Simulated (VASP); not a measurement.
Cr, 1 atom in the cell. Symmetry: Im-3m, No. 229, cubic system. Conventional cell: a = 2.845 Å, b = 2.845 Å, c = 2.845 Å, α = 90.00°, β = 90.00°, γ = 90.00°. Within 3.3 Å of Cr (site symmetry m-3m) lie 14 Cr at 2.46 to 2.84 Å. 

```yaml
Program: VASP 6.6.1
Task: single point
Functional: PBE
Potentials_or_basis: VASP PAW PBE potentials, release 64 (Cr_pv)
Cutoff: 520 eV
k_mesh: 16 × 16 × 16
Occupations: fermi-dirac, width 0.1 eV
Spin: collinear spin, ferromagnetic start
Starting_moments: "[2.1] μB"
Dipole_correction: no
Further_INCAR_settings: ALGO = Normal; EDIFF = 1e-06; NBANDS = 16
```

Potentials or basis: VASP PAW PBE potentials, release 64 (Cr_pv).

Command:

```bash
$ cat potpaw_PBE.64/Cr_pv/POTCAR > POTCAR
$ mpirun -np 1 vasp_std > vasp.out
```

Hardware: 1 thread of AMD EPYC 7R13, with other jobs on the host.

Q: How long does it take, and how much memory?

A: Wall time 80 s on 1 thread of AMD EPYC 7R13, on a shared host, peak memory 0.12 GiB. Counts: scf iterations 13, k points 145.
